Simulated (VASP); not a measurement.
A run of VASP 6.6.1:

File POSCAR:

```
CsPbCl3
1.0
    5.7352733711      0.0000000000      0.0000000000
    0.0000000000      5.7352733711      0.0000000000
    0.0000000000      0.0000000000      5.7352733711
Cs Pb Cl
1 1 3
Direct
    0.0000000000      0.0000000000      0.0000000000
    0.5000000000      0.5000000000      0.5000000000
    0.5000000000      0.5000000000      0.0000000000
    0.0000000000      0.5000000000      0.5000000000
    0.5000000000      0.0000000000      0.5000000000
```

INCAR.step1

```
SYSTEM = CsPbCl3
PREC = Accurate ; ENCUT = 520
ISMEAR = 0 ; SIGMA = 0.02
LREAL = .False. ; LASPH = .True.
NELM = 80 ; NBANDS = 30
GGA = PE ; ALGO = Normal
EDIFF = 1E-4 ; LWAVE = .True.
LCHARG = .False.
```

The input INCAR.step2:

```
SYSTEM = CsPbCl3
PREC = Accurate ; ENCUT = 520
EDIFF = 1E-6 ; ISMEAR = 0
SIGMA = 0.02 ; LREAL = .False.
LASPH = .True. ; NELM = 80
ALGO = Normal ; ISIF = 2
LWAVE = .False. ; LCHARG = .False.
METAGGA = R2SCAN ; LMIXTAU = .True.
NBANDS = 30 ; ISTART = 1
```

Contents of KPOINTS:

```
regular mesh
0
Gamma
  6 6 6
  0 0 0
```

Potentials or basis: VASP PAW PBE potentials, release 64 (Cs_sv, Pb_d, Cl).

Command:

```console
$ cat potpaw_PBE.64/Cs_sv/POTCAR potpaw_PBE.64/Pb_d/POTCAR potpaw_PBE.64/Cl/POTCAR > POTCAR
$ cp INCAR.step1 INCAR
$ mpirun -np 1 vasp_std > vasp.out
$ cp INCAR.step2 INCAR
$ mpirun -np 1 vasp_std > vasp.out
```

Hardware: 1 thread of Intel(R) Xeon(R) Platinum 8375C CPU @ 2.90GHz (Ice Lake) (shared host).

Question: How long does it take, and how much memory?

Answer: Run time: 4.8 min on 1 thread of Intel(R) Xeon(R) Platinum 8375C CPU @ 2.90GHz (Ice Lake), with other jobs on the host, peak memory 0.43 GiB. Counts: k points 20.
